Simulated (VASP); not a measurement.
# Re (Ia-3) in VASP: a series of runs, part 2 of 2

VASP 6.6.1. Earlier steps stand in the parts before.

### Step 3. Single point, PBE

This run uses another cell than the first one, of 20.21 Å³/atom, 1.235 times its volume.

Contents of INCAR:

```
SYSTEM = Re
PREC     = Accurate       ! precision mode
ENCUT    = 520            ! plane-wave cutoff, eV
EDIFF    = 1E-6           ! SCF threshold, eV
ISMEAR   = 0              ! smearing method
SIGMA    = 0.1            ! smearing width, eV
LREAL    = .FALSE.        ! projectors in reciprocal space
LASPH    = .TRUE.         ! aspherical terms in the spheres
NELM     = 60             ! most SCF steps
ALGO     = Fast           ! electronic algorithm
ISIF     = 2              ! what is computed and relaxed
LWAVE    = .FALSE.        ! write WAVECAR
LCHARG   = .FALSE.        ! write CHGCAR
GGA      = PE             ! functional
NBANDS   = 38             ! bands
```

Contents of KPOINTS:

```
regular mesh
0
G
  4 4 4
  0 0 0
```

Contents of POSCAR:

```
Re
1.0
   -3.4319627657      3.4319627657      3.4319627657
    3.4319627657     -3.4319627657      3.4319627657
    3.4319627657      3.4319627657     -3.4319627657
Re
8
Direct
    0.2002321330      0.2002321330      0.2002321330
    0.5000000000      0.0000000000      0.2997678670
    0.2997678670      0.5000000000      0.0000000000
    0.0000000000      0.2997678670      0.5000000000
    0.7997678670      0.7997678670      0.7997678670
    0.5000000000      0.0000000000      0.7002321330
    0.7002321330      0.5000000000      0.0000000000
    0.0000000000      0.7002321330      0.5000000000
```

Potentials or basis: VASP PAW PBE potentials, release 64 (Re).

The run is started by

```console
$ cat potpaw_PBE.64/Re/POTCAR > POTCAR
$ mpirun -np 1 vasp_std > vasp.out
```

OUTCAR:

```text
SYSTEM = Re
   PREC = Accurate
   ENCUT = 520
   EDIFF = 1E-6
   ISMEAR = 0
   LREAL = .FALSE.
   LASPH = .TRUE.
   NELM = 60
   ISIF = 2
   GGA = PE

 ion  position               nearest neighbor table
   1  0.200  0.200  0.200-   5 2.38   3 2.47   4 2.47   2 2.47
   2  0.500  0.000  0.300-   6 2.38   1 2.47   3 2.47   4 2.47
   3  0.300  0.500  0.000-   7 2.38   2 2.47   1 2.47   4 2.47
   4  0.000  0.300  0.500-   8 2.38   3 2.47   1 2.47   2 2.47
   5  0.800  0.800  0.800-   1 2.38   6 2.47   7 2.47   8 2.47
   6  0.500  0.000  0.700-   2 2.38   5 2.47   7 2.47   8 2.47
   7  0.700  0.500  0.000-   3 2.38   5 2.47   8 2.47   6 2.47
   8  0.000  0.700  0.500-   4 2.38   5 2.47   7 2.47   6 2.47

  LATTYP: Found a body centered cubic cell.
 ALAT       =     6.8639255314

  Lattice vectors:

 A1 = (  -3.4319627657,   3.4319627657,   3.4319627657)
 A2 = (   3.4319627657,  -3.4319627657,   3.4319627657)
 A3 = (   3.4319627657,   3.4319627657,  -3.4319627657)

Analysis of symmetry for initial positions (statically):
=====================================================================
 Subroutine PRICEL returns:
 Original cell was already a primitive cell.

 Routine SETGRP: Setting up the symmetry group for a
 body centered cubic supercell.

 Subroutine GETGRP returns: Found 24 space group operations
 (whereof  6 operations were pure point group operations)
 out of a pool of 48 trial point group operations.

The static configuration has the point symmetry S_6 .
 The point group associated with its full space group is T_h .

Analysis of symmetry for dynamics (positions and initial velocities):
=====================================================================
 Subroutine PRICEL returns:
 Original cell was already a primitive cell.

 Routine SETGRP: Setting up the symmetry group for a
 body centered cubic supercell.

 Subroutine GETGRP returns: Found 24 space group operations
 (whereof  6 operations were pure point group operations)
 out of a pool of 48 trial point group operations.

The dynamic configuration has the point symmetry S_6 .
 The point group associated with its full space group is T_h .

 Subroutine INISYM returns: Found 24 space group operations
 (whereof  6 operations are pure point group operations),
 and found     1 'primitive' translations

----------------------------------------------------------------------------------------

                                     Primitive cell

  volume of cell :     161.6917

  direct lattice vectors                    reciprocal lattice vectors
    -3.431962766  3.431962766  3.431962766     0.000000000  0.145689226  0.145689226
     3.431962766 -3.431962766  3.431962766     0.145689226  0.000000000  0.145689226
     3.431962766  3.431962766 -3.431962766     0.145689226  0.145689226  0.000000000

  length of vectors
     5.944333880  5.944333880  5.944333880     0.206035680  0.206035680  0.206035680

  position of ions in fractional coordinates (direct lattice)
     0.200232133  0.200232133  0.200232133
     0.500000000  0.000000000  0.299767867
     0.299767867  0.500000000  0.000000000
[... 46 lines left out ...]
  0.250000  0.000000  0.000000     12.000000
  0.500000  0.000000  0.000000      6.000000
  0.250000  0.250000  0.000000     24.000000
  0.250000  0.250000  0.250000      2.000000
 -0.250000  0.250000  0.250000      6.000000
  0.500000  0.500000  0.250000     12.000000
  0.500000  0.500000  0.500000      1.000000
   k-points           NKPTS =      8   k-points in BZ     NKDIM =      8   number of bands    NBANDS=     38
   number of dos      NEDOS =    301   number of ions     NIONS =      8
   total plane-waves  NPLWV = 110592
   dimension x,y,z NGX =    48 NGY =   48 NGZ =   48
   dimension x,y,z NGXF=    96 NGYF=   96 NGZF=   96
   ions per type =               8
   NGX,Y,Z   is equivalent  to a cutoff of  13.42, 13.42, 13.42 a.u.
   NGXF,Y,Z  is equivalent  to a cutoff of  26.85, 26.85, 26.85 a.u.
 SYSTEM =  Re
   PREC   = accura    normal or accurate (medium, high low for compatibility)
   ISTART =      0    job   : 0-new  1-cont  2-samecut
   ICHARG =      2    charge: 1-file 2-atom 10-const
   ISPIN  =      1    spin polarized calculation?
   LNONCOLLINEAR =      F non collinear calculations
   LSORBIT =      F    spin-orbit coupling
   LASPH  =      T    aspherical Exc in radial PAW
   ENCUT  =  520.0 eV  38.22 Ry    6.18 a.u.  11.05 11.05 11.05*2*pi/ulx,y,z
   NELM   =     60;   NELMIN=  2; NELMDL= -5     # of ELM steps
   EDIFF  = 0.1E-05   stopping-criterion for ELM
   LREAL  =      F    real-space projection
   EDIFFG = 0.1E-04   stopping-criterion for IOM
   NSW    =      0    number of steps for IOM
   IBRION =     -1    ionic relax: 0-MD 1-quasi-New 2-CG
   NFREE  =      0    steps in history (QN), initial steepest desc. (CG)
   ISIF   =      2    stress and relaxation
   ISYM   =      2    0-nonsym 1-usesym 2-fastsym
   POTIM  = 0.5000    time-step for ionic-motion
   TEBEG  =    0.0;   TEEND  =   0.0 temperature during run
   PSTRESS=    0.0 pullay stress
   NELECT =      56.0000    total number of electrons
   NUPDOWN=      -1.0000    fix difference up-down
   EMIN   =  10.00;   EMAX   =-10.00  energy-range for DOS
   EFERMI =   0.00;   METHOD = LEGACY
   ISMEAR =     0;   SIGMA  =   0.10  broadening in eV -4-tet -1-fermi 0-gaus
   EFERMI_NEDOS =   21; number of points for ismear=-14 and -15
   IALGO  =     68    algorithm
   IMIX   =      4    mixing-type and parameters
     AMIX     =   0.40;   BMIX     =  1.00
     AMIX_MAG =   1.60;   BMIX_MAG =  1.00
  volume/ion in A,a.u.               =      20.21       136.39
  Fermi-wavevector in a.u.,A,eV,Ry     =   1.149675  2.172570 17.983524  1.321752
  Thomas-Fermi vector in A             =   2.286343
   LORBIT       =      0    0 simple, 1 ext, 2 COOP (PROOUT), +10 PAW based schemes
   GGA     = PE    functional components
   LHFCALC =     F    Hartree Fock is set to
   AEXX    =    0.0000 exact exchange contribution
   IVDW    =     0    specifies the selected vdW correction
   LEPSILON=     F    determine dielectric tensor
   LRPA    =     F    only Hartree local field effects (RPA)
 non-spin polarized calculation
 RMM-DIIS sequential band-by-band and
 Gauss-broadening in eV      SIGMA  =   0.10
  energy-cutoff  :      520.00
  volume of cell :      161.69
 maximum number of plane-waves:      4388
 NGX is ok and might be reduce to    48
   NGX = 23   NGY = 23   NGZ = 23

 number of electron      56.0000000 magnetization

 Free energy of the ion-electron system (eV)
  ---------------------------------------------------
  ext. energy  EPLUGINS =         0.00000000
  ---------------------------------------------------
  free energy    TOTEN  =       -88.86304498 eV

  energy without entropy =      -88.83318021  energy(sigma->0) =      -88.84811260

 E-fermi :   4.7265     XC(G=0): -11.6856

 val. band max:        4.6679236871   @ k =   0.5000   0.5000   0.2500
 cond. band min:       4.7733098639   @ k =   0.2500   0.2500   0.0000
 fundamental gap:      0.1053861768
 Fermi energy:         4.7264612210

 k-point     1 :       0.0000    0.0000    0.0000
  band No.  band energies     occupation
      1      -3.0199      2.00000
      2       0.4440      2.00000
      3       0.4440      2.00000
      4       0.5005      2.00000
      5       0.5005      2.00000
      6       0.5005      2.00000
[... 317 lines left out ...]
     37       7.6205      0.00000
     38       7.6256      0.00000

------------------------ aborting loop because EDIFF is reached ----------------------------------------

  FORCE on cell =-STRESS in cart. coord.  units (eV):
  Direction    XX          YY          ZZ          XY          YZ          ZX
  --------------------------------------------------------------------------------------
  -------------------------------------------------------------------------------------
  Total       -1.6814956     -1.6814956     -1.6814956      0.0000000      0.0000000      0.0000000
  in kB      -16.6616736    -16.6616736    -16.6616736      0.0000000      0.0000000      0.0000000
  external PRESSURE =     -16.6616736 kB  Pullay stress =       0.0000000 kB

 VOLUME and BASIS-vectors are now :
 -----------------------------------------------------------------------------
  energy-cutoff  :      520.00
  volume of cell :      161.69
      direct lattice vectors                 reciprocal lattice vectors
    -3.431962766  3.431962766  3.431962766     0.000000000  0.145689226  0.145689226
     3.431962766 -3.431962766  3.431962766     0.145689226  0.000000000  0.145689226
     3.431962766  3.431962766 -3.431962766     0.145689226  0.145689226  0.000000000

 POSITION                                       TOTAL-FORCE (eV/Angst)
 -----------------------------------------------------------------------------------
      0.68719      0.68719      0.68719        -0.083763     -0.083763     -0.083763
     -0.68719      2.74477      0.68719         0.083763      0.083763     -0.083763
      0.68719     -0.68719      2.74477        -0.083763      0.083763      0.083763
      2.74477      0.68719     -0.68719         0.083763     -0.083763      0.083763
      2.74477      2.74477      2.74477         0.083763      0.083763      0.083763
      0.68719      4.11915     -0.68719        -0.083763     -0.083763      0.083763
     -0.68719      0.68719      4.11915         0.083763     -0.083763     -0.083763
      4.11915     -0.68719      0.68719        -0.083763      0.083763     -0.083763
 -----------------------------------------------------------------------------------
    total drift:                               -0.000000      0.000000     -0.000000

  FREE ENERGIE OF THE ION-ELECTRON SYSTEM (eV)
  ---------------------------------------------------
  free  energy   TOTEN  =       -88.8630449831 eV

  energy  without entropy=      -88.8331802132  energy(sigma->0) =      -88.84811260
```

Wall time 2.5 min (1 thread of Intel Xeon Platinum 8375C at 2.90GHz (Ice Lake), shared host); peak memory 0.33 GiB.

Results:

| Item | Value |
| --- | --- |
| Free energy | -88.8630 eV |
| Pressure | -1.7 GPa |
| Largest force | 0.145 eV/Å |
| Band gap on the k mesh | zero (band 28 reaches 5.35 eV, above the bottom of band 29 at 4.08 eV) |

Forces in eV/Å, atoms in the order of the input:
```
Re  -0.084 -0.084 -0.084
Re   0.084  0.084 -0.084
Re  -0.084  0.084  0.084
Re   0.084 -0.084  0.084
Re   0.084  0.084  0.084
Re  -0.084 -0.084  0.084
Re   0.084 -0.084 -0.084
Re  -0.084  0.084 -0.084
```

Caveat: spin-orbit coupling is left out, which moves the levels of the heavy elements.
